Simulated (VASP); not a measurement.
NbAu2: single point with LDA

Crystal: NbAu2.

```
Nb Au
1.0
     4.70042    0.00000    0.00000
    -2.35021    4.07068    0.00000
     0.00000    0.00000    2.77335
Nb Au
1 2
Direct
  0.00000 0.00000 0.00000
  0.33333 0.66667 0.50000
  0.66667 0.33333 0.50000
```

```
Program             : VASP 6.6.1
Task                : single point
Functional          : LDA
Potentials or basis : VASP PAW LDA potentials, release 64 (Nb_sv, Au)
Cutoff              : 520 eV
k mesh              : 7 × 7 × 11
Occupations         : fermi-dirac, width 0.1 eV
Spin                : no spin polarisation
```

- Pressure: -13.0 GPa

Stress tensor (GPa, compression positive):
```
-12.87   0.00   0.00
  0.00 -12.87   0.00
  0.00   0.00 -13.35
```

Levels at points of the mesh, in eV from the Fermi level:
```tsv
k point	band 16	band 17	band 18	band 19	band 20	band 21
(0.00, 0.00, 0.00)	-2.28	-2.02	-2.02	2.58	2.62	2.62
```

Wall time 48 s on 1 thread of Intel Xeon 6975P-C (shared host), peak memory 0.19 GiB.

Caveat: spin-orbit coupling is left out, which moves the levels of the heavy elements.
